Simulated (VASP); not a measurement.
Runs of VASP 6.6.1 on WSe2. The structure is that of space group P-6m2 (No. 187), or close to it. The cells are those of the table. 

| task | level | cell | k mesh for the DOS | occupations for the DOS | gap on the mesh (eV) | largest force (eV/Å) |
| --- | --- | --- | --- | --- | --- | --- |
| single point | PBE+D3(BJ) | a = 3.220, b = 3.220, c = 32.737 Å, angles 90.0, 90.0, 120.0°, 3 atoms | - | - | 1.54 | 0.05 |
| single point | PBE+D3(BJ) | a = 3.516, b = 3.516, c = 32.737 Å, angles 90.0, 90.0, 120.0°, 3 atoms | - | - | (a) | 0.04 |
| single point | PBE+D3(BJ) | a = 3.154, b = 3.154, c = 32.737 Å, angles 90.0, 90.0, 120.0°, 3 atoms | - | - | 1.42 | (b) |
| single point | PBE+D3(BJ) | a = 3.351, b = 3.351, c = 32.737 Å, angles 90.0, 90.0, 120.0°, 3 atoms | - | - | 1.42 | 0.04 |
| single point | PBE+D3(BJ) | a = 3.417, b = 3.417, c = 32.737 Å, angles 90.0, 90.0, 120.0°, 3 atoms | - | - | 1.19 | 0.04 |
| single point | r2SCAN | a = 3.286, b = 3.286, c = 32.737 Å, angles 90.0, 90.0, 120.0°, 3 atoms | - | - | 1.79 | 0.20 |

Alike in all rows: potentials or basis VASP PAW PBE potentials, release 64 (Se, W_sv); no spin polarisation; k mesh 12 × 12 × 1; cutoff (eV) 520; smearing gaussian 0.02 eV.

Q: Estimate the missing entries.

A: (a) 0.67; (b) 0.06.

Caveats: spin-orbit coupling is left out, which moves the levels of the heavy elements; the PAW data sets were made with another functional, which shifts forces and pressure a little (some runs).

A k mesh can miss the band edges, and the runs leave out spin-orbit coupling on Se, W.
